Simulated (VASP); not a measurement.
Write the native input for VASP 6.6.1 that does the following.

```yaml
Task: single point
Functional: PBEsol
Potentials_or_basis: VASP PAW PBE potentials, release 64 (Sr_sv)
Cutoff: 520 eV
k_mesh: 16 × 16 × 16
Occupations: gaussian, width 0.15 eV
Spin: no spin polarisation
Dipole_correction: no
Further_INCAR_settings: ALGO = Fast; EDIFF = 1e-06; NBANDS = 11
```

The structure of Sr lies in POSCAR:

```
Sr
1.0
   -2.4582233065      2.4582233065      2.3598943743
    2.4582233065     -2.4582233065      2.3598943743
    2.4582233065      2.4582233065     -2.3598943743
Sr
1
Direct
    0.0000000000      0.0000000000      0.0000000000
```

This cell differs from its parent crystal: ratio of the length along z to the lengths across it x 0.96, volume and fractional coordinates fixed.

The input as run:

INCAR

```
PREC = Accurate
ENCUT = 520
EDIFF = 1E-6
ISMEAR = 0
SIGMA = 0.15
LREAL = F
LASPH = T
NELM = 60
ALGO = Fast
ISIF = 2
LWAVE = F
LCHARG = T
GGA = PS
LELF = T
LVHAR = T
NBANDS = 11
```

KPOINTS

```
regular mesh
0
Gamma
  16 16 16
```

Potentials or basis: VASP PAW PBE potentials, release 64 (Sr_sv).

Launch:

```console
$ cat potpaw_PBE.64/Sr_sv/POTCAR > POTCAR
$ mpirun -np 1 vasp_std > vasp.out
```

It gave:

```json
{
 "Pressure": "-1.1 GPa",
 "Band gap on the k mesh": "zero (bands 5 and 6 overlap by 0.37 eV)"
}
```

Caveat: the PAW data sets were made with another functional, which shifts forces and pressure a little.

Run time: 2 min on 1 thread of AMD EPYC 7R13 Processor (Zen 3), on a shared host, peak memory 0.32 GiB.
